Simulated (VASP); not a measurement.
Write the native input for VASP 6.6.1 that does the following.

* Task: single point
* Functional: PBEsol
* Potentials or basis: VASP PAW PBE potentials, release 64 (Ta_pv, Si)
* Cutoff: 520 eV
* k mesh: 7 × 7 × 4
* Occupations: fermi-dirac, width 0.05 eV
* Spin: no spin polarisation
* Dipole correction: no
* Further INCAR settings: ALGO = Normal; EDIFF = 1e-07; NBANDS = 38

The structure of TaSi2 lies in POSCAR:

```
TaSi2
1.0
    4.7533019441      0.0000000000      0.0000000000
   -2.3766509720      4.1164802354      0.0000000000
    0.0000000000      0.0000000000      6.5612854942
Ta Si
3 6
Direct
    0.0000000000      0.5000000000      0.3333333333
    0.5000000000      0.5000000000      0.6666666667
    0.5000000000      0.0000000000      0.0000000000
    0.3191439198      0.1595719599      0.3333333333
    0.1595719599      0.8404280401      0.6666666667
    0.8404280401      0.6808560802      0.0000000000
    0.6808560802      0.8404280401      0.3333333333
    0.8404280401      0.1595719599      0.6666666667
    0.1595719599      0.3191439198      0.0000000000
```

These files were run (other wordings do the same):

INCAR

```
SYSTEM = TaSi2
PREC = Accurate
ENCUT = 520
EDIFF = 1E-7
ISMEAR = -1
SIGMA = 0.05
LREAL = .FALSE.
LASPH = .TRUE.
NELM = 60
ALGO = Normal
ISIF = 2
LWAVE = .FALSE.
LCHARG = .FALSE.
GGA = PS
NBANDS = 38
```

KPOINTS

```
regular mesh
0
G
  7 7 4
  0 0 0
```

Potentials or basis: VASP PAW PBE potentials, release 64 (Ta_pv, Si).

Command:

```console
$ cat potpaw_PBE.64/Ta_pv/POTCAR potpaw_PBE.64/Si/POTCAR > POTCAR
$ mpirun -np 1 vasp_std > vasp.out
```

Results of the run:

The pressure is 0.7 GPa.

Caveat: the PAW data sets were made with another functional, which shifts forces and pressure a little.

Run time: 110 s on 1 thread of Intel Xeon 6975P-C, on a shared host, peak memory 0.29 GiB.
